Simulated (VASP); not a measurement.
# SiAu (L11 type) (R-3m) in VASP: electric field gradients with LDA

Aim: the electric field gradients of SiAu (L11 type) with LDA.

Everything below comes from runs of VASP 6.6.1. Logs are shortened: lines on timing, memory, paths and dates and some standing lists are left out, and cuts for length are marked.

### 1 The cell of the first run

The structure is trigonal, space group R-3m (No. 166). The conventional cell has a = 3.297 Å, b = 3.297 Å, c = 10.851 Å, α = 90.00°, β = 90.00°, γ = 120.00°. Within 3.5 Å of Au (site symmetry -3m) lie 6 Si at 2.63 Å and 6 Au at 3.30 Å. Si (site symmetry -3m) has 6 Au at 2.63 Å and 6 Si at 3.30 Å within 3.5 Å.

### 2 Electric field gradients, LDA

File INCAR:

```
SYSTEM = SiAu
PREC = Accurate ; ENCUT = 520
EDIFF = 1E-8 ; ISMEAR = -1
SIGMA = 0.08 ; LREAL = .FALSE.
LASPH = .TRUE. ; NELM = 60
ALGO = Normal ; ISIF = 2
LWAVE = .FALSE. ; LCHARG = .FALSE.
GGA = CA ; LEFG = .TRUE.
NBANDS = 14
```

File KPOINTS:

```
Automatic mesh
0
G
  15 15 15
  0 0 0
```

File POSCAR:

```
SiAu
1.0
    1.6482809970     -0.9516354773      3.6168697693
    0.0000000000      1.9032709546      3.6168697693
   -1.6482809970     -0.9516354773      3.6168697693
Au Si
1 1
Direct
    0.0000000000      0.0000000000      0.0000000000
    0.5000000000      0.5000000000      0.5000000000
```

Potentials or basis: VASP PAW LDA potentials, release 64 (Au, Si).

Command:

```console
$ cat potpaw_LDA.64/Au/POTCAR potpaw_LDA.64/Si/POTCAR > POTCAR
$ mpirun -np 1 vasp_std > vasp.out
```

OUTCAR:

```text
SYSTEM = SiAu
   PREC = Accurate
   ENCUT = 520
   EDIFF = 1E-8
   ISMEAR = -1
   LREAL = .FALSE.
   LASPH = .TRUE.
   NELM = 60
   ISIF = 2
   GGA = CA

 ion  position               nearest neighbor table
   1  0.000  0.000  0.000-   2 2.63   2 2.63   2 2.63   2 2.63   2 2.63   2 2.63
   2  0.500  0.500  0.500-   1 2.63   1 2.63   1 2.63   1 2.63   1 2.63   1 2.63

  LATTYP: Found a trigonal (rhomboedric) cell.
 ALAT       =     4.0870756360
 COS(alpha) =     0.6747126689

  Lattice vectors:

 A1 = (   1.6482809970,  -0.9516354773,   3.6168697693)
 A2 = (   0.0000000000,   1.9032709546,   3.6168697693)
 A3 = (  -1.6482809970,  -0.9516354773,   3.6168697693)

Analysis of symmetry for initial positions (statically):
=====================================================================
 Subroutine PRICEL returns:
 Original cell was already a primitive cell.

 Routine SETGRP: Setting up the symmetry group for a
 trigonal (rhombohedral) supercell.

 Subroutine GETGRP returns: Found 12 space group operations
 (whereof 12 operations were pure point group operations)
 out of a pool of 12 trial point group operations.

The static configuration has the point symmetry D_3d.

Analysis of symmetry for dynamics (positions and initial velocities):
=====================================================================
 Subroutine PRICEL returns:
 Original cell was already a primitive cell.

 Routine SETGRP: Setting up the symmetry group for a
 trigonal (rhombohedral) supercell.

 Subroutine GETGRP returns: Found 12 space group operations
 (whereof 12 operations were pure point group operations)
 out of a pool of 12 trial point group operations.

The dynamic configuration has the point symmetry D_3d.

 Subroutine INISYM returns: Found 12 space group operations
 (whereof 12 operations are pure point group operations),
 and found     1 'primitive' translations

----------------------------------------------------------------------------------------

                                     Primitive cell

  volume of cell :      34.0397

  direct lattice vectors                    reciprocal lattice vectors
     1.648280997 -0.951635477  3.616869769     0.303346335 -0.175137088  0.092160723
     0.000000000  1.903270955  3.616869769     0.000000000  0.350274177  0.092160723
    -1.648280997 -0.951635477  3.616869769    -0.303346335 -0.175137088  0.092160723

  length of vectors
     4.087075636  4.087075636  4.087075636     0.362195524  0.362195524  0.362195524

  position of ions in fractional coordinates (direct lattice)
     0.000000000  0.000000000  0.000000000
     0.500000000  0.500000000  0.500000000

  ion indices of the primitive-cell ions
   primitive index   ion index
                 1           1
                 2           2

----------------------------------------------------------------------------------------

 KPOINTS: Automatic mesh

Automatic generation of k-mesh.
 Grid dimensions read from file:
 generate k-points for:   15   15   15

 Generating k-lattice:

  Cartesian coordinates                     Fractional coordinates (reciprocal lattice)
     0.020223089 -0.011675806  0.006144048     0.066666667  0.000000000  0.000000000
     0.000000000  0.023351612  0.006144048     0.000000000  0.066666667  0.000000000
    -0.020223089 -0.011675806  0.006144048     0.000000000  0.000000000  0.066666667

  Length of vectors
     0.024146368  0.024146368  0.024146368

  Shift w.r.t. Gamma in fractional coordinates (k-lattice)
     0.000000000  0.000000000  0.000000000

 Subroutine IBZKPT returns following result:
 ===========================================

 Found    344 irreducible k-points:

 Following reciprocal coordinates:
            Coordinates               Weight
  0.000000  0.000000  0.000000      1.000000
  0.066667  0.000000 -0.000000      6.000000
  0.133333  0.000000  0.000000      6.000000
  0.200000 -0.000000 -0.000000      6.000000
  0.266667  0.000000  0.000000      6.000000
  0.333333  0.000000 -0.000000      6.000000
[... 16 lines left out ...]
  0.133333  0.133333 -0.000000      6.000000
  0.200000  0.133333 -0.000000     12.000000
 [... further k-points ...]
   k-points           NKPTS =    344   k-points in BZ     NKDIM =    344   number of bands    NBANDS=     14
   number of dos      NEDOS =    301   number of ions     NIONS =      2
   total plane-waves  NPLWV =  27000
   dimension x,y,z NGX =    30 NGY =   30 NGZ =   30
   dimension x,y,z NGXF=    60 NGYF=   60 NGZF=   60
   ions per type =               1   1
   NGX,Y,Z   is equivalent  to a cutoff of  12.20, 12.20, 12.20 a.u.
   NGXF,Y,Z  is equivalent  to a cutoff of  24.41, 24.41, 24.41 a.u.
 SYSTEM =  SiAu
   PREC   = accura    normal or accurate (medium, high low for compatibility)
   ISTART =      0    job   : 0-new  1-cont  2-samecut
   ICHARG =      2    charge: 1-file 2-atom 10-const
   ISPIN  =      1    spin polarized calculation?
   LNONCOLLINEAR =      F non collinear calculations
   LSORBIT =      F    spin-orbit coupling
   LASPH  =      T    aspherical Exc in radial PAW
   ENCUT  =  520.0 eV  38.22 Ry    6.18 a.u.   7.60  7.60  7.60*2*pi/ulx,y,z
   NELM   =     60;   NELMIN=  2; NELMDL= -5     # of ELM steps
   EDIFF  = 0.1E-07   stopping-criterion for ELM
   LREAL  =      F    real-space projection
   EDIFFG = 0.1E-06   stopping-criterion for IOM
   NSW    =      0    number of steps for IOM
   IBRION =     -1    ionic relax: 0-MD 1-quasi-New 2-CG
   NFREE  =      0    steps in history (QN), initial steepest desc. (CG)
   ISIF   =      2    stress and relaxation
   ISYM   =      2    0-nonsym 1-usesym 2-fastsym
   POTIM  = 0.5000    time-step for ionic-motion
   TEBEG  =    0.0;   TEEND  =   0.0 temperature during run
   PSTRESS=    0.0 pullay stress
   NELECT =      15.0000    total number of electrons
   NUPDOWN=      -1.0000    fix difference up-down
   EMIN   =  10.00;   EMAX   =-10.00  energy-range for DOS
   EFERMI =   0.00;   METHOD = LEGACY
   ISMEAR =    -1;   SIGMA  =   0.08  broadening in eV -4-tet -1-fermi 0-gaus
   EFERMI_NEDOS =   21; number of points for ismear=-14 and -15
   IALGO  =     38    algorithm
   IMIX   =      4    mixing-type and parameters
     AMIX     =   0.40;   BMIX     =  1.00
     AMIX_MAG =   1.60;   BMIX_MAG =  1.00
  volume/ion in A,a.u.               =      17.02       114.86
  Fermi-wavevector in a.u.,A,eV,Ry     =   1.245785  2.354193 21.115988  1.551981
  Thomas-Fermi vector in A             =   2.379992
   LORBIT       =      0    0 simple, 1 ext, 2 COOP (PROOUT), +10 PAW based schemes
   GGA     = CA    functional components
   LHFCALC =     F    Hartree Fock is set to
   AEXX    =    0.0000 exact exchange contribution
   IVDW    =     0    specifies the selected vdW correction
   LEPSILON=     F    determine dielectric tensor
   LRPA    =     F    only Hartree local field effects (RPA)
 non-spin polarized calculation
  energy-cutoff  :      520.00
  volume of cell :       34.04
 maximum number of plane-waves:       932
   NGX = 15   NGY = 15   NGZ = 15

 number of electron      15.0000001 magnetization

 Free energy of the ion-electron system (eV)
  ---------------------------------------------------
  ext. energy  EPLUGINS =         0.00000000
  ---------------------------------------------------
  free energy    TOTEN  =       -10.24572808 eV

  energy without entropy =      -10.22957092  energy(sigma->0) =      -10.23764950

 E-fermi :   8.8830     XC(G=0): -11.7477

 val. band max:        8.8824421204   @ k =  -0.3333   0.4000   0.2000
 cond. band min:       8.8954726833   @ k =   0.4667   0.3333   0.0000
 fundamental gap:      0.0130305629
 Fermi energy:         8.8830041271

 k-point     1 :       0.0000    0.0000    0.0000
  band No.  band energies     occupation
      1      -3.1062      2.00000
      2       2.7788      2.00000
      3       3.6630      2.00000
      4       3.6630      2.00000
      5       4.0320      2.00000
      6       4.0320      2.00000
      7       7.8418      2.00000
      8      12.7773      0.00000
      9      12.7773      0.00000
     10      12.8065      0.00000
     11      19.1540      0.00000
     12      19.3363      0.00000
     13      19.9437      0.00000
     14      19.9437      0.00000
[... 377 lines left out ...]
      1      -2.3764      2.00000
      2       2.9434      2.00000
      3       3.1324      2.00000
      4       3.6921      2.00000
      5       3.8647      2.00000
      6       4.1170      2.00000
      7       7.9673      1.99998
      8      10.9213      0.00000
      9      12.3508      0.00000
     10      14.3631      0.00000
     11      17.1347      0.00000
     12      17.6874      0.00000
     13      19.4416      0.00000
     14      20.3517      0.00000

 [... further k-points ...]

------------------------ aborting loop because EDIFF is reached ----------------------------------------

  FORCE on cell =-STRESS in cart. coord.  units (eV):
  Direction    XX          YY          ZZ          XY          YZ          ZX
  --------------------------------------------------------------------------------------
  -------------------------------------------------------------------------------------
  Total       -1.0435387     -1.0435387     -1.0906156      0.0000000      0.0000000      0.0000000
  in kB      -49.1171477    -49.1171477    -51.3329585      0.0000000      0.0000000      0.0000000
  external PRESSURE =     -49.8557513 kB  Pullay stress =       0.0000000 kB

 VOLUME and BASIS-vectors are now :
 -----------------------------------------------------------------------------
  energy-cutoff  :      520.00
  volume of cell :       34.04
      direct lattice vectors                 reciprocal lattice vectors
     1.648280997 -0.951635477  3.616869769     0.303346335 -0.175137088  0.092160723
     0.000000000  1.903270955  3.616869769     0.000000000  0.350274177  0.092160723
    -1.648280997 -0.951635477  3.616869769    -0.303346335 -0.175137088  0.092160723

 POSITION                                       TOTAL-FORCE (eV/Angst)
 -----------------------------------------------------------------------------------
      0.00000      0.00000      0.00000         0.000000      0.000000      0.000000
      0.00000      0.00000      5.42530        -0.000000     -0.000000     -0.000000
 -----------------------------------------------------------------------------------
    total drift:                                0.000000     -0.000000      0.000000

  FREE ENERGIE OF THE ION-ELECTRON SYSTEM (eV)
  ---------------------------------------------------
  free  energy   TOTEN  =       -10.2457280847 eV

  energy  without entropy=      -10.2295709232  energy(sigma->0) =      -10.23764950

 Electric field gradients (V/A^2)
---------------------------------------------------------------------
 ion       V_xx      V_yy      V_zz      V_xy      V_xz      V_yz
---------------------------------------------------------------------
   1     154.560   154.560  -309.120     0.000    -0.000     0.000
   2      15.702    15.702   -31.405    -0.000    -0.000    -0.000
---------------------------------------------------------------------

 Electric field gradients after diagonalization (V/A^2)
 (convention: |V_zz| > |V_xx| > |V_yy|)
----------------------------------------------------------------------
 ion       V_xx      V_yy      V_zz     asymmetry (V_yy - V_xx)/ V_zz
----------------------------------------------------------------------
   1     154.560   154.560  -309.120       0.000
   2      15.702    15.702   -31.405       0.000
----------------------------------------------------------------------

           NMR quadrupolar parameters

 Cq : quadrupolar parameter    Cq=e*Q*V_zz/h
 eta: asymmetry parameters     (V_yy - V_xx)/ V_zz
 Q  : nuclear electric quadrupole moment in mb (millibarn)
----------------------------------------------------------------------
 ion       Cq(MHz)       eta       Q (mb)
----------------------------------------------------------------------
   1      -0.747       0.000       1.000
   2      -0.076       0.000       1.000
----------------------------------------------------------------------
```

Run time: 1.8 min. Hardware: 1 thread of Intel Xeon 6975P-C (Granite Rapids), shared host; peak memory 0.29 GiB.

Results:

| Item | Value |
| --- | --- |
| Free energy | -10.2457 eV |
| Pressure | -5.0 GPa |
| Band gap on the k mesh | zero (an odd number of electrons rules out a gap without spin polarisation) |
| Largest electric field gradient by atom | Au -309.1; Si -31.4 V/Å² |

Stress tensor (GPa, compression positive):
```
-4.91  0.00  0.00
 0.00 -4.91  0.00
 0.00  0.00 -5.13
```

Electric field gradients, principal values (V/Å²):
```tsv
atom	least	middle	greatest (by size)
1 Au	154.560	154.560	-309.120
2 Si	15.702	15.702	-31.405
```

Caveat: the cell stands under tension; without QUAD_EFG the Cq values of the log hold for a quadrupole moment of 1 mb, not for the nuclei; spin-orbit coupling is left out, which moves the levels of the heavy elements.
